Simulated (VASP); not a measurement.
**Na2S: single point with PBEsol+D3(BJ)**

The system is Na2S.

```
Na S
1.0
     0.00000    3.14700    3.14700
     3.14700    0.00000    3.14700
     3.14700    3.14700    0.00000
Na S
2 1
Cartesian
  1.5735 1.5735 1.5735
  4.7205 4.7205 4.7205
  0.0000 0.0000 0.0000
```

```yaml
Program: VASP 6.6.1
Task: single point
Functional: PBEsol
Dispersion: D3(BJ)
Potentials_or_basis: VASP PAW PBE potentials, release 64 (Na_pv, S)
Cutoff: 500 eV
k_mesh: 6 × 6 × 6
Occupations: gaussian, width 0.05 eV
Spin: no spin polarisation
Dipole_correction: no
Further_INCAR_settings: ALGO = Normal; EDIFF = 1e-06; NBANDS = 17
```

The pressure is 1.6 GPa. The band gap on the k mesh is 2.75 eV and the dispersion energy per atom is -0.255 eV.

Levels at points of the mesh, in eV from the valence-band top:
```
           k point  band 6  band 7  band 8  band 9  band 10  band 11  band 12  band 13  band 14  band 15
(0.00, 0.00, 0.00)  -21.77  -10.31    0.00    0.00     0.00     2.75     8.06     8.06     8.06     9.56
(0.50, 0.00, 0.00)  -21.81   -9.96   -1.88   -0.14    -0.14     5.19     6.77     7.31     7.31    11.81
(0.50, 0.50, 0.00)  -21.75   -9.86   -1.67   -0.51    -0.51     3.73     6.29     9.35    10.43    10.43
```

Run time: 9.4 s on 1 thread of Intel(R) Xeon(R) Platinum 8375C CPU @ 2.90GHz (Ice Lake), with other jobs on the host, peak memory 0.18 GiB.

Caveat: the PAW data sets were made with another functional, which shifts forces and pressure a little. Expect the measured gap to be larger: semilocal functionals such as PBEsol lack the derivative discontinuity.
